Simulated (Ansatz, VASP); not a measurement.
**One calculation of Na6Cd2Mo, two programs**

INCAR

```
PREC = Accurate ; ENCUT = 600
EDIFF = 1E-6 ; ISMEAR = 0
SIGMA = 0.1 ; LREAL = F
LASPH = T ; NELM = 80
ALGO = Fast ; ISIF = 3
LWAVE = F ; LCHARG = F
GGA = PE ; IBRION = 2
NSW = 90 ; EDIFFG = -0.04
```

KPOINTS

```
Automatic mesh
0
Gamma
  6 6 2
```

Contents of POSCAR:

```
Na6Cd2Mo
1.0
    4.9463702800      0.0000000000      0.0000000000
   -2.4731851400      4.2836823200      0.0000000000
    0.0000000000      0.0000000000     10.8495152200
Na Cd Mo
6 2 1
Direct
    0.3333333300      0.6666666700      0.7673967200
    0.6666666700      0.3333333300      0.7673967200
    0.6666666700      0.3333333300      0.2326032800
    0.3333333300      0.6666666700      0.2326032800
    0.3333333300      0.6666666700      0.5000000000
    0.6666666700      0.3333333300      0.5000000000
    0.3333333300      0.6666666700      0.0000000000
    0.6666666700      0.3333333300      0.0000000000
    0.0000000000      0.0000000000      0.0000000000
```

Input for Ansatz:

```yaml
crystal:
  lattice:
    - [4.94637028, 0.0, 0.0]
    - [-2.47318514, 4.28368232, 0.0]
    - [0.0, 0.0, 10.84951522]
  atoms:
    - { symbol: Na, position: [0.33333333, 0.66666667, 0.76739672] }
    - { symbol: Na, position: [0.66666667, 0.33333333, 0.76739672] }
    - { symbol: Na, position: [0.66666667, 0.33333333, 0.23260328] }
    - { symbol: Na, position: [0.33333333, 0.66666667, 0.23260328] }
    - { symbol: Na, position: [0.33333333, 0.66666667, 0.5] }
    - { symbol: Na, position: [0.66666667, 0.33333333, 0.5] }
    - { symbol: Cd, position: [0.33333333, 0.66666667, 0.0] }
    - { symbol: Cd, position: [0.66666667, 0.33333333, 0.0] }
    - { symbol: Mo, position: [0.0, 0.0, 0.0] }
basis:
  ecutwfc: 420
kpoints:
  mp_grid: { grid: [6, 6, 2] }
hamiltonian:
  xc: pbe
scf:
  occupations: { method: gaussian, width: 0.1 }
  lower_state_search: "off"
output:
  forces: true
  stress: true
  eigenvalues: true
relax:
  adjacent_minimum: "off"
  f_tol: 0.04
  max_steps: 70
  cell: { stress_tol: 0.4 }
```

Alike in both runs: task relaxation of cell and atoms; functional PBE; k mesh 6 × 6 × 2; occupations gaussian, width 0.1 eV; no spin polarisation.

|  | VASP | Ansatz |
| --- | --- | --- |
| version | VASP 6.6.1 | Ansatz 0.2.0 |
| potentials or method | VASP PAW PBE potentials, release 64 (Na_pv, Cd, Mo_sv), cutoff 600 eV | scalar-relativistic, plane waves, PAW |
| valence electrons in the cell | 80 | 108 |

|  | VASP | Ansatz | Ansatz less VASP |
| --- | --- | --- | --- |
| gap on the k mesh at the Fermi level, each at its own relaxed structure (eV) | none | none | - |
| relaxed volume (Å³/atom) | 32.03 | 31.50 | -0.535 |
| relaxed cell length with the largest relative difference (Å) | 12.771 | 12.667 | -0.1043 |

A gap of «none» marks a metal or a gap that the smearing closes. VASP's potentials hold 80 valence electrons a cell and Ansatz's 108, so a difference there can come from the potentials and not from the codes.

Noted on VASP's run: the volume moved by over 15 % at a fixed basis, so the end points are rough.
